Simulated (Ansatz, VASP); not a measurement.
**One calculation of ZnSe, two programs**

```
CELL_PARAMETERS angstrom
0.00000 2.43223 2.91774
2.91774 0.00000 2.91774
2.91774 2.43223 0.00000
ATOMIC_POSITIONS crystal
Zn 0.00000 0.00000 0.00000
Se 0.75000 0.75000 0.75000
```

Alike in both runs: task single point; functional LDA; k mesh 10 × 10 × 10; occupations gaussian, width 0.05 eV; no spin polarisation.

```csv
,VASP,Ansatz
version,VASP 6.6.1,Ansatz 0.2.0
potentials or method,"VASP PAW LDA potentials, release 64 (Zn, Se), cutoff 520 eV","scalar-relativistic, plane waves, PAW"
valence electrons in the cell,18,28
```

|  | VASP | Ansatz | Ansatz less VASP |
| --- | --- | --- | --- |
| gap on the k mesh at the Fermi level (eV) | 1.06 | 1.01 | -0.046 |
| least direct gap on the mesh (eV) | 1.06 | 1.01 | -0.046 |
| pressure (GPa) | 2.7 | 2.2 | -0.43 |
| traceless stress, the component that is largest in VASP (GPa) | 2.94 | 3.00 | +0.061 |

Ansatz warns that its potentials were made for another functional, while VASP's fit it. LDA's correlation is that of Perdew and Zunger in VASP and of Perdew and Wang (1992) in Ansatz. VASP's potentials hold 18 valence electrons a cell and Ansatz's 28, so a difference there can come from the potentials and not from the codes.
